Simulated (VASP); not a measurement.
Set up this calculation in VASP 6.6.1, as the native input.

- Task: single point
- Functional: PBE
- Potentials or basis: VASP PAW PBE potentials, release 64 (Li_sv)
- Cutoff: 520 eV
- k mesh: 8 × 10 × 8
- Occupations: gaussian, width 0.1 eV
- Spin: no spin polarisation
- Dipole correction: no
- Further INCAR settings: ALGO = Fast; EDIFF = 1e-07; NBANDS = 14

The structure of Li lies in POSCAR:

```
Li
1.0
    4.5684294614      0.0000000000      0.0196886263
    0.0000000000      4.2172859300      0.0000000000
    0.0196886263      0.0000000000      4.4006306941
Li
4
Direct
    0.8686430206      0.1201711730      0.6404987110
    0.3986925199      0.3798288270      0.3641514401
    0.1313569794      0.6201711730      0.8595012890
    0.6013074801      0.8798288270      0.1358485599
```

This cell differs from its parent crystal: strained and its atoms moved.

The input as run:

INCAR

```
PREC     = Accurate       # precision mode
ENCUT    = 520            # plane-wave cutoff, eV
EDIFF    = 1E-7           # SCF threshold, eV
ISMEAR   = 0              # smearing method
SIGMA    = 0.1            # smearing width, eV
LREAL    = F              # projectors in reciprocal space
LASPH    = T              # aspherical terms in the spheres
NELM     = 60             # most SCF steps
ALGO     = Fast           # electronic algorithm
ISIF     = 2              # what is computed and relaxed
LWAVE    = F              # write WAVECAR
LCHARG   = F              # write CHGCAR
GGA      = PE             # functional
NBANDS   = 14             # bands
```

KPOINTS

```
regular mesh
0
Gamma
  8 10 8
```

Potentials or basis: VASP PAW PBE potentials, release 64 (Li_sv).

Command:

```bash
$ cat potpaw_PBE.64/Li_sv/POTCAR > POTCAR
$ mpirun -np 1 vasp_std > vasp.out
```

It gave:

```json
{
  "Largest force": "0.360 eV/Å",
  "Band gap on the k mesh": "zero (bands 6 and 7 overlap by 2.08 eV)"
}
```

Caveat: the cell differs from its parent crystal (strained and its atoms moved).

It took 2.1 min on 1 thread of Intel(R) Xeon(R) 6975P-C (Granite Rapids) (shared host), peak memory 0.3 GiB.
